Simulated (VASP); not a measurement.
# NaH in VASP: further runs, part 2 of 2

VASP 6.6.1. Earlier steps stand in the parts before.

**3. Relaxation of cell and atoms, PBEsol**

This run uses another cell than the first one, of 9.84 Å³/atom.

INCAR reads:

```
SYSTEM = NaH
  ALGO = Normal
  EDIFF = 1E-7
  EDIFFG = -0.01
  ENCUT = 600
  GGA = PS
  IBRION = 2
  ISIF = 3
  ISMEAR = -1
  LASPH = .TRUE.
  LCHARG = .FALSE.
  LREAL = .FALSE.
  LWAVE = .FALSE.
  NELM = 80
  NSW = 100
  PREC = Accurate
  SIGMA = 0.03
```

KPOINTS reads:

```
k-points
0
G
  8 8 8
  0 0 0
```

POSCAR reads:

```
NaH
1.0
    0.0000000000      2.1427777891      2.1427777891
    2.1427777891      0.0000000000      2.1427777891
    2.1427777891      2.1427777891      0.0000000000
Na H
1 1
Direct
    0.0000000000      0.0000000000      0.0000000000
    0.2500000000      0.2500000000      0.2500000000
```

Potentials or basis: VASP PAW PBE potentials, release 64 (Na_pv, H).

The run is started by

```sh
$ cat potpaw_PBE.64/Na_pv/POTCAR potpaw_PBE.64/H/POTCAR > POTCAR
$ mpirun -np 1 vasp_std > vasp.out
```

OUTCAR:

```text
SYSTEM = NaH
   EDIFF = 1E-7
   EDIFFG = -0.01
   ENCUT = 600
   GGA = PS
   IBRION = 2
   ISIF = 3
   ISMEAR = -1
   LASPH = .TRUE.
   LREAL = .FALSE.
   NELM = 80
   NSW = 100
   PREC = Accurate

 ion  position               nearest neighbor table
   1  0.000  0.000  0.000-
   2  0.250  0.250  0.250-

  LATTYP: Found a face centered cubic cell.
 ALAT       =     4.2855555782

  Lattice vectors:

 A1 = (   0.0000000000,   2.1427777891,   2.1427777891)
 A2 = (   2.1427777891,   0.0000000000,   2.1427777891)
 A3 = (   2.1427777891,   2.1427777891,   0.0000000000)

Analysis of symmetry for initial positions (statically):
=====================================================================
 Subroutine PRICEL returns:
 Original cell was already a primitive cell.

 Routine SETGRP: Setting up the symmetry group for a
 face centered cubic supercell.

 Subroutine GETGRP returns: Found 24 space group operations
 (whereof 24 operations were pure point group operations)
 out of a pool of 48 trial point group operations.

The static configuration has the point symmetry T_d .

Analysis of symmetry for dynamics (positions and initial velocities):
=====================================================================
 Subroutine PRICEL returns:
 Original cell was already a primitive cell.

 Routine SETGRP: Setting up the symmetry group for a
 face centered cubic supercell.

 Subroutine GETGRP returns: Found 24 space group operations
 (whereof 24 operations were pure point group operations)
 out of a pool of 48 trial point group operations.

The dynamic configuration has the point symmetry T_d .

 Subroutine INISYM returns: Found 24 space group operations
 (whereof 24 operations are pure point group operations),
 and found     1 'primitive' translations

----------------------------------------------------------------------------------------

                                     Primitive cell

  volume of cell :      19.6771

  direct lattice vectors                    reciprocal lattice vectors
     0.000000000  2.142777789  2.142777789    -0.233341974  0.233341974  0.233341974
     2.142777789  0.000000000  2.142777789     0.233341974 -0.233341974  0.233341974
     2.142777789  2.142777789  0.000000000     0.233341974  0.233341974 -0.233341974

  length of vectors
     3.030345410  3.030345410  3.030345410     0.404160155  0.404160155  0.404160155

  position of ions in fractional coordinates (direct lattice)
     0.000000000  0.000000000  0.000000000
     0.250000000  0.250000000  0.250000000

  ion indices of the primitive-cell ions
   primitive index   ion index
                 1           1
                 2           2

----------------------------------------------------------------------------------------

 KPOINTS: k-points

Automatic generation of k-mesh.
 Grid dimensions read from file:
 generate k-points for:    8    8    8

 Generating k-lattice:

  Cartesian coordinates                     Fractional coordinates (reciprocal lattice)
    -0.029167747  0.029167747  0.029167747     0.125000000  0.000000000  0.000000000
     0.029167747 -0.029167747  0.029167747     0.000000000  0.125000000  0.000000000
     0.029167747  0.029167747 -0.029167747     0.000000000  0.000000000  0.125000000

  Length of vectors
     0.050520019  0.050520019  0.050520019

  Shift w.r.t. Gamma in fractional coordinates (k-lattice)
     0.000000000  0.000000000  0.000000000

 Subroutine IBZKPT returns following result:
 ===========================================

 Found     29 irreducible k-points:

 Following reciprocal coordinates:
            Coordinates               Weight
  0.000000  0.000000  0.000000      1.000000
  0.125000  0.000000  0.000000      8.000000
  0.250000  0.000000  0.000000      8.000000
  0.375000  0.000000  0.000000      8.000000
  0.500000  0.000000  0.000000      4.000000
  0.125000  0.125000  0.000000      6.000000
[... 16 lines left out ...]
  0.500000  0.250000  0.125000     48.000000
 -0.375000  0.250000  0.125000     24.000000
 [... further k-points ...]
   k-points           NKPTS =     29   k-points in BZ     NKDIM =     29   number of bands    NBANDS=      8
   number of dos      NEDOS =    301   number of ions     NIONS =      2
   total plane-waves  NPLWV =  13824
   dimension x,y,z NGX =    24 NGY =   24 NGZ =   24
   dimension x,y,z NGXF=    48 NGYF=   48 NGZF=   48
   ions per type =               1   1
   NGX,Y,Z   is equivalent  to a cutoff of  13.17, 13.17, 13.17 a.u.
   NGXF,Y,Z  is equivalent  to a cutoff of  26.33, 26.33, 26.33 a.u.
 SYSTEM =  NaH
   PREC   = accura    normal or accurate (medium, high low for compatibility)
   ISTART =      0    job   : 0-new  1-cont  2-samecut
   ICHARG =      2    charge: 1-file 2-atom 10-const
   ISPIN  =      1    spin polarized calculation?
   LNONCOLLINEAR =      F non collinear calculations
   LSORBIT =      F    spin-orbit coupling
   LASPH  =      T    aspherical Exc in radial PAW
   ENCUT  =  600.0 eV  44.10 Ry    6.64 a.u.   6.05  6.05  6.05*2*pi/ulx,y,z
   NELM   =     80;   NELMIN=  2; NELMDL= -5     # of ELM steps
   EDIFF  = 0.1E-06   stopping-criterion for ELM
   LREAL  =      F    real-space projection
   EDIFFG = -.1E-01   stopping-criterion for IOM
   NSW    =    100    number of steps for IOM
   IBRION =      2    ionic relax: 0-MD 1-quasi-New 2-CG
   NFREE  =      1    steps in history (QN), initial steepest desc. (CG)
   ISIF   =      3    stress and relaxation
   ISYM   =      2    0-nonsym 1-usesym 2-fastsym
   POTIM  = 0.5000    time-step for ionic-motion
   TEBEG  =    0.0;   TEEND  =   0.0 temperature during run
   PSTRESS=    0.0 pullay stress
   NELECT =       8.0000    total number of electrons
   NUPDOWN=      -1.0000    fix difference up-down
   EMIN   =  10.00;   EMAX   =-10.00  energy-range for DOS
   EFERMI =   0.00;   METHOD = LEGACY
   ISMEAR =    -1;   SIGMA  =   0.03  broadening in eV -4-tet -1-fermi 0-gaus
   EFERMI_NEDOS =   21; number of points for ismear=-14 and -15
   IALGO  =     38    algorithm
   IMIX   =      4    mixing-type and parameters
     AMIX     =   0.40;   BMIX     =  1.00
     AMIX_MAG =   1.60;   BMIX_MAG =  1.00
  volume/ion in A,a.u.               =       9.84        66.39
  Fermi-wavevector in a.u.,A,eV,Ry     =   1.212787  2.291834 20.012144  1.470851
  Thomas-Fermi vector in A             =   2.348259
   LORBIT       =      0    0 simple, 1 ext, 2 COOP (PROOUT), +10 PAW based schemes
   GGA     = PS    functional components
   LHFCALC =     F    Hartree Fock is set to
   AEXX    =    0.0000 exact exchange contribution
   IVDW    =     0    specifies the selected vdW correction
   LEPSILON=     F    determine dielectric tensor
   LRPA    =     F    only Hartree local field effects (RPA)
 conjugate gradient relaxation of ions
 non-spin polarized calculation
  energy-cutoff  :      600.00
  volume of cell :       19.68
 maximum number of plane-waves:       684
   NGX = 13   NGY = 13   NGZ = 13

--------------------------------------- Ionic step        1  -------------------------------------------

 number of electron       7.9999997 magnetization

 Free energy of the ion-electron system (eV)
  ---------------------------------------------------
  ext. energy  EPLUGINS =         0.00000000
  ---------------------------------------------------
  free energy    TOTEN  =        -4.08141500 eV

  energy without entropy =       -4.08141500  energy(sigma->0) =       -4.08141500

 E-fermi :   1.2166     XC(G=0):  -9.0561

 val. band max:        0.5261322499   @ k =  -0.2500   0.5000   0.2500
 cond. band min:       4.2604726601   @ k =   0.5000   0.0000   0.0000
 fundamental gap:      3.7343404102
 Fermi energy:         1.2166132943

 k-point     1 :       0.0000    0.0000    0.0000
  band No.  band energies     occupation
      1     -20.8888      2.00000
      2     -20.8888      2.00000
      3     -20.8888      2.00000
      4      -4.3403      2.00000
      5      12.1303      0.00000
      6      17.4780      0.00000
      7      17.4780      0.00000
      8      17.4780      0.00000
[... 394 lines left out ...]
  energy  without entropy=       -4.9383656864  energy(sigma->0) =       -4.93836569

--------------------------------------- Ionic step        5  -------------------------------------------

 number of electron       8.0000000 magnetization

 Free energy of the ion-electron system (eV)
  ---------------------------------------------------
  ext. energy  EPLUGINS =         0.00000000
  ---------------------------------------------------
  free energy    TOTEN  =        -4.93999310 eV

  energy without entropy =       -4.93999310  energy(sigma->0) =       -4.93999310

 E-fermi :  -1.0987     XC(G=0):  -7.1041

 val. band max:       -1.7948475368   @ k =  -0.2500   0.5000   0.2500
 cond. band min:       1.6193089290   @ k =   0.5000   0.0000   0.0000
 fundamental gap:      3.4141564658
 Fermi energy:        -1.0987466711

 k-point     1 :       0.0000    0.0000    0.0000
  band No.  band energies     occupation
      1     -23.6516      2.00000
      2     -23.6516      2.00000
      3     -23.6516      2.00000
      4      -4.8067      2.00000
      5       6.4935      0.00000
      6      11.5777      0.00000
      7      11.5777      0.00000
      8      11.5777      0.00000
[... 282 lines left out ...]
  FREE ENERGIE OF THE ION-ELECTRON SYSTEM (eV)
  ---------------------------------------------------
  free  energy   TOTEN  =        -4.9399931013 eV

  energy  without entropy=       -4.9399931013  energy(sigma->0) =       -4.93999310

 reached required accuracy - stopping structural energy minimisation
```

OSZICAR:

```text
N       E                     dE             d eps       ncg     rms          rms(c)
DAV:   1     0.196746166689E+02    0.19675E+02   -0.55315E+03   464   0.127E+03
DAV:   2    -0.431203642680E+01   -0.23987E+02   -0.23733E+02   520   0.143E+02
DAV:   3    -0.470923688643E+01   -0.39720E+00   -0.39720E+00   552   0.250E+01
[... 46 lines left out ...]
DAV:   3    -0.494042248373E+01    0.69112E-02   -0.12333E-02   464   0.229E+00    0.521E-02
DAV:   4    -0.494000893836E+01    0.41355E-03   -0.42945E-04   480   0.455E-01    0.111E-02
DAV:   5    -0.493999438216E+01    0.14556E-04   -0.66383E-06   600   0.466E-02    0.220E-03
DAV:   6    -0.493999314848E+01    0.12337E-05   -0.35530E-06   560   0.385E-02    0.788E-04
DAV:   7    -0.493999310126E+01    0.47221E-07   -0.16714E-07   464   0.672E-03
   5 F= -.49399931E+01 E0= -.49399931E+01  d E =-.858578E+00
```

Wall time 15 s (1 thread of Intel Xeon Platinum 8259CL at 2.50GHz (Skylake/Cascade Lake), shared host); peak memory 0.13 GiB.

Results:

* Free energy: -4.9400 eV
* Relaxed volume: 17.02 Å³/atom
* Relaxed cell: a = 3.638 Å, b = 3.638 Å, c = 3.638 Å, α = 60.00°, β = 60.00°, γ = 60.00°
* Space group after relaxing (to 0.1 Å): F-43m (No. 216)
* Energy gained by relaxing: 429.3 meV/atom
* Ionic steps: 5
* Pressure after relaxing: 0.0 GPa
* Band gap on the k mesh: 3.41 eV (least direct gap 4.17 eV)

The path:
```tsv
step	energy change (eV)	largest force (eV/Å)	pressure (GPa)	volume (Å³)
1	0.0000	0.0000	29.40	19.68
2	-0.6375	0.0000	10.15	25.28
3	-0.8301	0.0000	2.73	30.43
4	-0.8570	0.0000	0.58	33.13
5	-0.8586	0.0000	0.00	34.04
```

Final structure:
```
Na H
1.0
     0.00000    2.57225    2.57225
     2.57225    0.00000    2.57225
     2.57225    2.57225    0.00000
Na H
1 1
Cartesian
  0.0000 0.0000 0.0000
  1.2861 1.2861 1.2861
```

Caveat: the volume moved by over 15 % at a fixed basis, so the end points are rough; the PAW data sets were made with another functional, which shifts forces and pressure a little.

**4. Single point, PBEsol**

This run uses another cell than the first one: it holds 16 atoms, not 2.

INCAR reads:

```
PREC = Accurate ; ENCUT = 520
EDIFF = 1E-6 ; ISMEAR = -1
SIGMA = 0.05 ; LREAL = Auto
LASPH = True ; NELM = 60
ALGO = Normal ; ISIF = 2
LWAVE = False ; LCHARG = True
GGA = PS ; LELF = True
LVHAR = True ; NBANDS = 46
```

KPOINTS reads:

```
Automatic mesh
0
Gamma
  4 4 4
```

POSCAR reads:

```
NaH
1.0
    0.0004191918      5.1697304245      5.1839223646
    5.1796360801     -0.0002021063      5.1847211284
    5.1796610231      5.1703155618     -0.0003246200
Na H
8 8
Direct
    0.0058149058     -0.0021334445     -0.0033793936
    0.0058359597     -0.0021426786      0.4966259096
    0.0058213538      0.4978482408     -0.0034061235
    0.0057840394      0.4978702198      0.4966051663
    0.5057663230     -0.0021308708     -0.0033335353
    0.5058344390     -0.0021617483      0.4966885502
    0.5057641501      0.4978796375     -0.0033970240
    0.5058011180      0.4978345396      0.4966610731
    0.1307129129      0.1229109047      0.1216676413
    0.1307571954      0.1228756764      0.6216527547
    0.1307498561      0.6228591743      0.1216456037
    0.1307684911      0.6228924291      0.6216043138
    0.6307732199      0.1228680185      0.1216770338
    0.6307469744      0.1228701607      0.6216789957
    0.6307392959      0.6228783736      0.1216526634
    0.6307720955      0.6228808923      0.6216423606
```

Potentials or basis: VASP PAW PBE potentials, release 64 (Na_pv, H).

The run is started by

```sh
$ cat potpaw_PBE.64/Na_pv/POTCAR potpaw_PBE.64/H/POTCAR > POTCAR
$ mpirun -np 1 vasp_std > vasp.out
```

OUTCAR:

```text
PREC = Accurate
   ENCUT = 520
   EDIFF = 1E-6
   ISMEAR = -1
   LREAL = Auto
   LASPH = True
   NELM = 60
   ISIF = 2
   GGA = PS

 ion  position               nearest neighbor table
   1  0.006  0.998  0.997-
   2  0.006  0.998  0.497-
   3  0.006  0.498  0.997-
[... 1372 lines left out ...]
  --------------------------------------------------------------------------------------
  -------------------------------------------------------------------------------------
  Total       -0.0194731     -0.0070766     -0.0261234     -0.0025925      0.0028166     -0.0020715
  in kB       -0.1123639     -0.0408333     -0.1507372     -0.0149593      0.0162522     -0.0119527
  external PRESSURE =      -0.1013115 kB  Pullay stress =       0.0000000 kB

 VOLUME and BASIS-vectors are now :
 -----------------------------------------------------------------------------
  energy-cutoff  :      520.00
  volume of cell :      277.66
      direct lattice vectors                 reciprocal lattice vectors
     0.000419192  5.169730424  5.183922365    -0.096543544  0.096724104  0.096452626
     5.179636080 -0.000202106  5.184721128     0.096534714 -0.096703148  0.096430600
     5.179661023  5.170315562 -0.000324620     0.096536391  0.096694855 -0.096437941

 POSITION                                       TOTAL-FORCE (eV/Angst)
 -----------------------------------------------------------------------------------
     10.33074      5.18270      5.20348         0.000437     -0.000547     -0.000186
      7.74089      2.59768      5.20370         0.000528     -0.000708     -0.000124
      7.74069      5.18270      2.61106         0.000844     -0.000955     -0.000035
      5.15104      2.59741      2.61114         0.000159     -0.000089      0.000318
     10.33121      7.76755      7.79520         0.000132     -0.000018      0.000335
      7.74133      5.18286      7.79556        -0.000016     -0.001302      0.000323
[... 8 lines left out ...]
      3.85667      3.88961      6.49911        -0.000330      0.000450     -0.000173
      6.44646      6.47488      6.49914        -0.000244      0.000366     -0.000513
 -----------------------------------------------------------------------------------
    total drift:                                0.004356     -0.006212      0.004035

  FREE ENERGIE OF THE ION-ELECTRON SYSTEM (eV)
  ---------------------------------------------------
  free  energy   TOTEN  =       -39.6508046244 eV

  energy  without entropy=      -39.6508046243  energy(sigma->0) =      -39.65080462
```

OSZICAR:

```text
N       E                     dE             d eps       ncg     rms          rms(c)
DAV:   1     0.590403273464E+03    0.59040E+03   -0.32151E+04  3336   0.143E+03
DAV:   2     0.727712111239E+01   -0.58313E+03   -0.56266E+03  3312   0.408E+02
DAV:   3    -0.418257211286E+02   -0.49103E+02   -0.48661E+02  3892   0.141E+02
DAV:   4    -0.435211795923E+02   -0.16955E+01   -0.16908E+01  3714   0.243E+01
DAV:   5    -0.435504731417E+02   -0.29294E-01   -0.29292E-01  3682   0.370E+00    0.919E+00
DAV:   6    -0.403673536026E+02    0.31831E+01   -0.21621E+00  3648   0.554E+00    0.416E+00
DAV:   7    -0.395902724359E+02    0.77708E+00   -0.22802E+00  3660   0.416E+00    0.111E+00
DAV:   8    -0.396544981371E+02   -0.64226E-01   -0.10718E-01  3402   0.231E+00    0.341E-01
DAV:   9    -0.396509355099E+02    0.35626E-02   -0.21573E-02  4124   0.110E+00    0.995E-02
DAV:  10    -0.396507320629E+02    0.20345E-03   -0.94051E-04  3510   0.147E-01    0.325E-02
DAV:  11    -0.396508133363E+02   -0.81273E-04   -0.24319E-04  3564   0.551E-02    0.252E-02
DAV:  12    -0.396508049995E+02    0.83368E-05   -0.24201E-05  2634   0.190E-02    0.606E-03
DAV:  13    -0.396508046244E+02    0.37512E-06   -0.48021E-06  2760   0.903E-03
   1 F= -.39650805E+02 E0= -.39650805E+02  d E =-.819450E-10
```

It took 13 min on 1 thread of Intel Xeon Platinum 8259CL at 2.50GHz (Skylake/Cascade Lake), shared host; peak memory 0.54 GiB.

Results:

* Free energy: -39.6508 eV
* Pressure: 0.0 GPa
* Band gap on the k mesh: 3.40 eV

Caveat: the PAW data sets were made with another functional, which shifts forces and pressure a little. A k mesh can miss the band edges.

**5. The runs side by side**

| task | cell | k mesh | cutoff (eV) | smearing | gap on the mesh (eV) | pressure (GPa) |
| --- | --- | --- | --- | --- | --- | --- |
| single point | a = 3.661 Å, angles 60.0°, 2 atoms, atomic positions A | 8 × 8 × 8 | 520 | fermi-dirac 0.03 eV | 3.40 | 0.0 |
| relaxation of cell and atoms | relaxed from a = 3.030 Å, angles 60.0°, 2 atoms, atomic positions A | 8 × 8 × 8 | 600 | fermi-dirac 0.03 eV | 3.41 | 0.0 |
| single point | a = 7.321, b = 7.329, c = 7.319 Å, angles 60.0, 60.1, 59.9°, 16 atoms, atomic positions B | 4 × 4 × 4 | 520 | fermi-dirac 0.05 eV | 3.40 | 0.0 |

Alike in all rows: level PBEsol; potentials or basis VASP PAW PBE potentials, release 64 (Na_pv, H); no spin polarisation.

Caveats: the PAW data sets were made with another functional, which shifts forces and pressure a little; the volume moved by over 15 % at a fixed basis, so the end points are rough (at least some runs).

Absolute energies hang on the potentials; compare differences alone.
